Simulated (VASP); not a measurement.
Crystal: Ba.

```
CELL_PARAMETERS angstrom
-2.50650 2.50650 2.50650
2.50650 -2.50650 2.50650
2.50650 2.50650 -2.50650
ATOMIC_POSITIONS crystal
Ba 0.00000 0.00000 0.00000
```

Base run:

- Program: VASP 6.6.1
- Functional: PBEsol
- Potentials or basis: VASP PAW PBE potentials, release 64 (Ba_sv)
- Cutoff: 520 eV
- k mesh: 6 × 6 × 6
- Occupations: fermi-dirac, width 0.05 eV
- Spin: non-collinear spin, zero start, spin-orbit coupling
- Starting moments: [[0.0, 0.0, 0.0]] μB

Its results: pressure -0.5 GPa; net moment 0.00 μB per cell.

Q: The run is repeated on the same cell with these changes: functional from PBEsol to PBE; further incar settings from ALGO = Normal; EDIFF = 1e-07; NBANDS = 21 to ALGO = Fast; EDIFF = 1e-06; NBANDS = 21. What comes out?

A: Pressure 0.2 GPa; net moment 0.00 μB per cell.

Caveats: the PAW data sets were made with another functional, which shifts forces and pressure a little (some runs).
